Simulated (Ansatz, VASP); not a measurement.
# InP: VASP beside Ansatz

```
CELL_PARAMETERS angstrom
7.26699 0.00000 0.00000
0.00000 7.26699 0.00000
0.00000 0.00000 4.22552
ATOMIC_POSITIONS crystal
In 0.67806 0.67806 0.00000
In 0.17806 0.82194 0.50000
In 0.82194 0.17806 0.50000
In 0.32194 0.32194 0.00000
P 0.81905 0.81905 0.50000
P 0.18095 0.18095 0.50000
P 0.68095 0.31905 0.00000
P 0.31905 0.68095 0.00000
```

Alike in both runs: functional PBE; k mesh 4 × 4 × 4; occupations gaussian, width 0.1 eV; no spin polarisation.

Ansatz relaxed the structure, and its values are those at the end. VASP's run is a single point on that final structure, the one shown.

|  | VASP | Ansatz |
| --- | --- | --- |
| version | VASP 6.6.1 | Ansatz 0.2.0 |
| potentials or method | VASP PAW PBE potentials, release 64 (In_d, P), cutoff 520 eV | scalar-relativistic, plane waves, PAW |
| valence electrons in the cell | 72 | 72 |

VASP gave:

* gap on the k mesh at the Fermi level (eV): 0.56
* least direct gap on the mesh (eV): 0.56
* pressure (GPa): 0.0
* rms of the force components (eV/Å): 0.006

Q: Which values does Ansatz return?

A: gap on the k mesh at the Fermi level (eV): 0.56; least direct gap on the mesh (eV): 0.56; pressure (GPa): 0.0; rms of the force components (eV/Å): 0.007.
